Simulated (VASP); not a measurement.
# MgB2 (P6/mmm) in VASP: a series of runs

MgB2 is run at these levels: PBEsol, LDA; tasks: single point.

All numbers are computed with VASP 6.6.1; they aren't measurements. Logs are shortened: lines on timing, memory, paths and dates and some standing lists are left out, and cuts for length are marked.

## Step 1: The cell of the first run

Symmetry: P6/mmm, No. 191, hexagonal system. The conventional cell has a = 3.043 Å, b = 3.043 Å, c = 3.475 Å, α = 90.00°, β = 90.00°, γ = 120.00°. Within 3.3 Å of Mg (site symmetry 6/mmm) lie 12 B at 2.47 Å and 6 Mg at 3.04 Å. B (site symmetry -6m2) has 3 B at 1.76 Å within 2.3 Å.

## Step 2: Single point, PBEsol (volume scaled by 0.96)

Contents of INCAR:

```
SYSTEM = MgB2
ALGO = Normal ; EDIFF = 1E-6
ENCUT = 520 ; GGA = PS
ISIF = 2 ; ISMEAR = -1
LASPH = .True. ; LCHARG = .False.
LREAL = .False. ; LWAVE = .False.
NBANDS = 11 ; NELM = 100
PREC = Accurate ; SIGMA = 0.05
```

Contents of KPOINTS:

```
k-points
0
Gamma
  10 10 8
  0 0 0
```

Contents of POSCAR:

```
MgB2
1.0
    3.0433056997      0.0000000000      0.0000000000
   -1.5216528499      2.6355800475      0.0000000000
    0.0000000000      0.0000000000      3.4753860551
Mg B
1 2
Direct
    0.0000000000      0.0000000000      0.0000000000
    0.6666666667      0.3333333333      0.5000000000
    0.3333333333      0.6666666667      0.5000000000
```

Potentials or basis: VASP PAW PBE potentials, release 64 (Mg, B).

Started as:

```bash
> cat potpaw_PBE.64/Mg/POTCAR potpaw_PBE.64/B/POTCAR > POTCAR
> mpirun -np 1 vasp_std > vasp.out
```

OUTCAR:

```text
SYSTEM = MgB2
   EDIFF = 1E-6
   ENCUT = 520
   GGA = PS
   ISIF = 2
   ISMEAR = -1
   LASPH = .True.
   LREAL = .False.
   NELM = 100
   PREC = Accurate

 ion  position               nearest neighbor table
   1  0.000  0.000  0.000-   2 2.47   3 2.47   2 2.47   3 2.47   2 2.47   2 2.47   3 2.47   3 2.47
                             2 2.47   2 2.47   3 2.47   3 2.47
   2  0.667  0.333  0.500-   3 1.76   3 1.76   3 1.76   1 2.47   1 2.47   1 2.47   1 2.47   1 2.47
                             1 2.47
   3  0.333  0.667  0.500-   2 1.76   2 1.76   2 1.76   1 2.47   1 2.47   1 2.47   1 2.47   1 2.47
                             1 2.47

  LATTYP: Found a hexagonal cell.
 ALAT       =     3.0433056997
 C/A-ratio  =     1.1419773096

  Lattice vectors:

 A1 = (   3.0433056997,   0.0000000000,   0.0000000000)
 A2 = (  -1.5216528499,   2.6355800475,   0.0000000000)
 A3 = (   0.0000000000,   0.0000000000,   3.4753860551)

Analysis of symmetry for initial positions (statically):
=====================================================================
 Subroutine PRICEL returns:
 Original cell was already a primitive cell.

 Routine SETGRP: Setting up the symmetry group for a
 hexagonal supercell.

 Subroutine GETGRP returns: Found 24 space group operations
 (whereof 24 operations were pure point group operations)
 out of a pool of 24 trial point group operations.

The static configuration has the point symmetry D_6h.

Analysis of symmetry for dynamics (positions and initial velocities):
=====================================================================
 Subroutine PRICEL returns:
 Original cell was already a primitive cell.

 Routine SETGRP: Setting up the symmetry group for a
 hexagonal supercell.

 Subroutine GETGRP returns: Found 24 space group operations
 (whereof 24 operations were pure point group operations)
 out of a pool of 24 trial point group operations.

The dynamic configuration has the point symmetry D_6h.

 Subroutine INISYM returns: Found 24 space group operations
 (whereof 24 operations are pure point group operations),
 and found     1 'primitive' translations

----------------------------------------------------------------------------------------

                                     Primitive cell

  volume of cell :      27.8756

  direct lattice vectors                    reciprocal lattice vectors
     3.043305700  0.000000000  0.000000000     0.328590059  0.189711559  0.000000000
    -1.521652850  2.635580047  0.000000000     0.000000000  0.379423118  0.000000000
     0.000000000  0.000000000  3.475386055     0.000000000  0.000000000  0.287737818

  length of vectors
     3.043305700  3.043305700  3.475386055     0.379423118  0.379423118  0.287737818

  position of ions in fractional coordinates (direct lattice)
     0.000000000  0.000000000  0.000000000
     0.666666667  0.333333333  0.500000000
     0.333333333  0.666666667  0.500000000

  ion indices of the primitive-cell ions
   primitive index   ion index
                 1           1
                 2           2
                 3           3

----------------------------------------------------------------------------------------

 KPOINTS: k-points

Automatic generation of k-mesh.
 Grid dimensions read from file:
 generate k-points for:   10   10    8

 Generating k-lattice:

  Cartesian coordinates                     Fractional coordinates (reciprocal lattice)
     0.032859006  0.018971156  0.000000000     0.100000000  0.000000000  0.000000000
     0.000000000  0.037942312  0.000000000     0.000000000  0.100000000  0.000000000
     0.000000000  0.000000000  0.035967227     0.000000000  0.000000000  0.125000000

  Length of vectors
     0.037942312  0.037942312  0.035967227

  Shift w.r.t. Gamma in fractional coordinates (k-lattice)
     0.000000000  0.000000000  0.000000000

 Subroutine IBZKPT returns following result:
 ===========================================

 Found     70 irreducible k-points:

 Following reciprocal coordinates:
            Coordinates               Weight
  0.000000  0.000000  0.000000      1.000000
  0.100000  0.000000  0.000000      6.000000
  0.200000  0.000000  0.000000      6.000000
  0.300000 -0.000000  0.000000      6.000000
  0.400000 -0.000000  0.000000      6.000000
  0.500000  0.000000  0.000000      3.000000
[... 16 lines left out ...]
  0.300000  0.100000  0.125000     24.000000
  0.400000  0.100000  0.125000     24.000000
 [... further k-points ...]
   k-points           NKPTS =     70   k-points in BZ     NKDIM =     70   number of bands    NBANDS=     11
   number of dos      NEDOS =    301   number of ions     NIONS =      3
   total plane-waves  NPLWV =  16128
   dimension x,y,z NGX =    24 NGY =   24 NGZ =   28
   dimension x,y,z NGXF=    48 NGYF=   48 NGZF=   56
   ions per type =               1   2
   NGX,Y,Z   is equivalent  to a cutoff of  13.11, 13.11, 13.39 a.u.
   NGXF,Y,Z  is equivalent  to a cutoff of  26.22, 26.22, 26.79 a.u.
 SYSTEM =  MgB2
   PREC   = accura    normal or accurate (medium, high low for compatibility)
   ISTART =      0    job   : 0-new  1-cont  2-samecut
   ICHARG =      2    charge: 1-file 2-atom 10-const
   ISPIN  =      1    spin polarized calculation?
   LNONCOLLINEAR =      F non collinear calculations
   LSORBIT =      F    spin-orbit coupling
   LASPH  =      T    aspherical Exc in radial PAW
   ENCUT  =  520.0 eV  38.22 Ry    6.18 a.u.   5.66  5.66  6.46*2*pi/ulx,y,z
   NELM   =    100;   NELMIN=  2; NELMDL= -5     # of ELM steps
   EDIFF  = 0.1E-05   stopping-criterion for ELM
   LREAL  =      F    real-space projection
   EDIFFG = 0.1E-04   stopping-criterion for IOM
   NSW    =      0    number of steps for IOM
   IBRION =     -1    ionic relax: 0-MD 1-quasi-New 2-CG
   NFREE  =      0    steps in history (QN), initial steepest desc. (CG)
   ISIF   =      2    stress and relaxation
   ISYM   =      2    0-nonsym 1-usesym 2-fastsym
   POTIM  = 0.5000    time-step for ionic-motion
   TEBEG  =    0.0;   TEEND  =   0.0 temperature during run
   PSTRESS=    0.0 pullay stress
   NELECT =       8.0000    total number of electrons
   NUPDOWN=      -1.0000    fix difference up-down
   EMIN   =  10.00;   EMAX   =-10.00  energy-range for DOS
   EFERMI =   0.00;   METHOD = LEGACY
   ISMEAR =    -1;   SIGMA  =   0.05  broadening in eV -4-tet -1-fermi 0-gaus
   EFERMI_NEDOS =   21; number of points for ismear=-14 and -15
   IALGO  =     38    algorithm
   IMIX   =      4    mixing-type and parameters
     AMIX     =   0.40;   BMIX     =  1.00
     AMIX_MAG =   1.60;   BMIX_MAG =  1.00
  volume/ion in A,a.u.               =       9.29        62.70
  Fermi-wavevector in a.u.,A,eV,Ry     =   1.079849  2.040620 15.865411  1.166075
  Thomas-Fermi vector in A             =   2.215825
   LORBIT       =      0    0 simple, 1 ext, 2 COOP (PROOUT), +10 PAW based schemes
   GGA     = PS    functional components
   LHFCALC =     F    Hartree Fock is set to
   AEXX    =    0.0000 exact exchange contribution
   IVDW    =     0    specifies the selected vdW correction
   LEPSILON=     F    determine dielectric tensor
   LRPA    =     F    only Hartree local field effects (RPA)
 non-spin polarized calculation
  energy-cutoff  :      520.00
  volume of cell :       27.88
 maximum number of plane-waves:       763
 NGX is ok and might be reduce to    24
   NGX = 11   NGY = 11   NGZ = 13

 number of electron       8.0000000 magnetization

 Free energy of the ion-electron system (eV)
  ---------------------------------------------------
  ext. energy  EPLUGINS =         0.00000000
  ---------------------------------------------------
  free energy    TOTEN  =       -16.21691762 eV

  energy without entropy =      -16.21018354  energy(sigma->0) =      -16.21355058

 E-fermi :   5.5493     XC(G=0): -11.1540

 val. band max:        5.5397895962   @ k =   0.3000   0.2000   0.0000
 cond. band min:       5.5555160997   @ k =   0.1000   0.0000   0.1250
 fundamental gap:      0.0157265035
 Fermi energy:         5.5493376528

 k-point     1 :       0.0000    0.0000    0.0000
  band No.  band energies     occupation
      1      -7.1482      2.00000
      2       2.4771      2.00000
      3       5.9141      0.00136
      4       5.9141      0.00136
      5       7.2141      0.00000
      6      11.9624      0.00000
      7      11.9624      0.00000
      8      14.0571      0.00000
      9      15.8061      0.00000
     10      18.5038      0.00000
     11      21.9465      0.00000

 k-point     2 :       0.1000    0.0000    0.0000
  band No.  band energies     occupation
      1      -6.9703      2.00000
      2       2.6504      2.00000
      3       5.0442      1.99992
      4       5.5040      1.42451
      5       7.3680      0.00000
      6      11.8517      0.00000
      7      12.7349      0.00000
      8      14.4040      0.00000
      9      15.1648      0.00000
     10      19.3657      0.00000
     11      21.2414      0.00000

 k-point     3 :       0.2000    0.0000    0.0000
  band No.  band energies     occupation
      1      -6.4393      2.00000
      2       3.1468      2.00000
      3       3.1646      2.00000
      4       4.6900      2.00000
      5       7.8391      0.00000
      6      11.3582      0.00000
      7      13.5364      0.00000
      8      14.6127      0.00000
      9      15.0354      0.00000
     10      20.3086      0.00000
     11      20.4413      0.00000

 k-point     4 :       0.3000   -0.0000    0.0000
  band No.  band energies     occupation
      1      -5.5649      2.00000
      2       1.0288      2.00000
      3       3.9459      2.00000
      4       3.9931      2.00000
      5       8.5470      0.00000
      6      10.8557      0.00000
      7      11.5159      0.00000
      8      14.7437      0.00000
      9      17.0123      0.00000
     10      19.2731      0.00000
     11      20.3937      0.00000

 k-point     5 :       0.4000   -0.0000    0.0000
  band No.  band energies     occupation
      1      -4.3677      2.00000
      2      -0.9820      2.00000
      3       3.4585      2.00000
      4       5.0296      1.99994
      5       9.2179      0.00000
      6       9.6349      0.00000
      7      10.7368      0.00000
      8      13.6689      0.00000
      9      18.6349      0.00000
     10      19.1684      0.00000
     11      20.0727      0.00000
[... 211 lines left out ...]
 k-point    21 :       0.1000    0.1000    0.1250
  band No.  band energies     occupation
      1      -6.4804      2.00000
      2       2.0201      2.00000
      3       3.9721      2.00000
      4       4.6824      2.00000
      5       8.9776      0.00000
      6      12.2426      0.00000
      7      12.7185      0.00000
      8      13.7225      0.00000
      9      15.9392      0.00000
     10      18.5505      0.00000
     11      20.2319      0.00000

 k-point    22 :       0.2000    0.1000    0.1250
  band No.  band energies     occupation
      1      -5.7822      2.00000
      2       2.1731      2.00000
      3       2.7212      2.00000
      4       3.6704      2.00000
      5       9.5869      0.00000
      6      11.2284      0.00000
      7      12.2235      0.00000
      8      14.5242      0.00000
      9      16.8174      0.00000
     10      17.1144      0.00000
     11      20.3868      0.00000

 k-point    23 :       0.3000    0.1000    0.1250
  band No.  band energies     occupation
      1      -4.7521      2.00000
      2       0.1803      2.00000
      3       2.9620      2.00000
      4       3.7337      2.00000
      5       9.2804      0.00000
      6      10.4815      0.00000
      7      11.8280      0.00000
      8      14.9004      0.00000
      9      16.3127      0.00000
     10      17.8802      0.00000
     11      20.1120      0.00000

 k-point    24 :       0.4000    0.1000    0.1250
  band No.  band energies     occupation
      1      -3.4332      2.00000
      2      -1.6682      2.00000
      3       2.6250      2.00000
      4       4.7999      2.00000
      5       7.7517      0.00000
      6      10.8458      0.00000
      7      12.0491      0.00000
      8      14.0751      0.00000
      9      15.9149      0.00000
     10      19.3264      0.00000
     11      20.3125      0.00000

 [... further k-points ...]

------------------------ aborting loop because EDIFF is reached ----------------------------------------

  FORCE on cell =-STRESS in cart. coord.  units (eV):
  Direction    XX          YY          ZZ          XY          YZ          ZX
  --------------------------------------------------------------------------------------
  -------------------------------------------------------------------------------------
  Total        0.7540242      0.7540242      0.2518875     -0.0000000     -0.0000000      0.0000000
  in kB       43.3382179     43.3382179     14.4774618     -0.0000000     -0.0000000      0.0000000
  external PRESSURE =      33.7179659 kB  Pullay stress =       0.0000000 kB

 VOLUME and BASIS-vectors are now :
 -----------------------------------------------------------------------------
  energy-cutoff  :      520.00
  volume of cell :       27.88
      direct lattice vectors                 reciprocal lattice vectors
     3.043305700  0.000000000  0.000000000     0.328590059  0.189711559  0.000000000
    -1.521652850  2.635580047  0.000000000     0.000000000  0.379423118  0.000000000
     0.000000000  0.000000000  3.475386055     0.000000000  0.000000000  0.287737818

 POSITION                                       TOTAL-FORCE (eV/Angst)
 -----------------------------------------------------------------------------------
      0.00000      0.00000      0.00000         0.000000      0.000000      0.000000
      1.52165      0.87853      1.73769        -0.000000     -0.000000     -0.000000
     -0.00000      1.75705      1.73769         0.000000      0.000000      0.000000
 -----------------------------------------------------------------------------------
    total drift:                                0.000000     -0.000000      0.000000

  FREE ENERGIE OF THE ION-ELECTRON SYSTEM (eV)
  ---------------------------------------------------
  free  energy   TOTEN  =       -16.2169176159 eV

  energy  without entropy=      -16.2101835424  energy(sigma->0) =      -16.21355058
```

Run time: 14 s. Hardware: 1 thread of AMD EPYC 7R43 (Zen 3), shared host; peak memory 0.12 GiB.

Results:

```
Free energy            : -16.2169 eV
Pressure               : 3.4 GPa
Band gap on the k mesh : zero (band 4 reaches 6.64 eV, above the bottom of band 5 at 4.09 eV)
```

Stress tensor (GPa, compression positive):
```
4.33 0.00 0.00
0.00 4.33 0.00
0.00 0.00 1.45
```

Levels at points of the mesh, in eV from the Fermi level:
```csv
k point,band 1,band 2,band 3,band 4,band 5,band 6,band 7,band 8,band 9
"(0.00, 0.00, 0.00)",-12.70,-3.07,0.36,0.36,1.66,6.41,6.41,8.51,10.26
"(0.50, 0.00, 0.00)",-8.68,-8.05,-2.26,0.15,3.12,3.88,5.44,7.42,12.88
"(0.00, 0.00, 0.50)",-11.35,-7.70,0.77,0.77,6.72,6.72,8.14,10.23,10.48
"(0.50, 0.00, 0.50)",-7.65,-7.10,-3.74,-1.96,-1.40,5.92,9.04,9.07,13.40
```

Caveat: the PAW data sets were made with another functional, which shifts forces and pressure a little.

## Step 3: Single point, PBEsol (volume scaled by 0.98)

Contents of INCAR:

```
PREC = Accurate ; ENCUT = 520
EDIFF = 1E-7 ; ISMEAR = -1
SIGMA = 0.05 ; LREAL = False
LASPH = True ; NELM = 60
ALGO = Normal ; ISIF = 2
LWAVE = False ; LCHARG = False
GGA = PS ; NBANDS = 11
```

Contents of KPOINTS:

```
regular mesh
0
Gamma
  10 10 8
```

Contents of POSCAR:

```
MgB2
1.0
    3.0642946782      0.0000000000      0.0000000000
   -1.5321473391      2.6537570360      0.0000000000
    0.0000000000      0.0000000000      3.4993549923
Mg B
1 2
Direct
    0.0000000000      0.0000000000      0.0000000000
    0.6666666667      0.3333333333      0.5000000000
    0.3333333333      0.6666666667      0.5000000000
```

Potentials or basis: VASP PAW PBE potentials, release 64 (Mg, B).

Started as:

```bash
> cat potpaw_PBE.64/Mg/POTCAR potpaw_PBE.64/B/POTCAR > POTCAR
> mpirun -np 1 vasp_std > vasp.out
```

Wall time 15 s (1 thread of AMD EPYC 7R43 (Zen 3), shared host); peak memory 0.12 GiB.

Results (log left out):

```yaml
Free_energy: -16.2232 eV
Pressure: 0.0 GPa
Band_gap_on_the_k_mesh: zero (band 4 reaches 6.48 eV, above the bottom of band 5 at 3.97 eV)
```

Stress tensor (GPa, compression positive):
```
 0.55  0.00  0.00
 0.00  0.55  0.00
 0.00  0.00 -1.05
```

Levels at points of the mesh, in eV from the Fermi level:
```
           k point  band 1  band 2  band 3  band 4  band 5  band 6  band 7  band 8
(0.00, 0.00, 0.00)  -12.57   -3.03    0.35    0.35    1.62    6.32    6.32    8.28
(0.50, 0.00, 0.00)   -8.61   -7.96   -2.23    0.16    3.07    3.83    5.34    7.22
(0.00, 0.00, 0.50)  -11.25   -7.60    0.74    0.74    6.65    6.65    8.02   10.06
(0.50, 0.00, 0.50)   -7.60   -7.03   -3.69   -1.94   -1.39    5.78    8.85    8.93
```

Caveat: the PAW data sets were made with another functional, which shifts forces and pressure a little.

(Continued in part 2 of 2.)
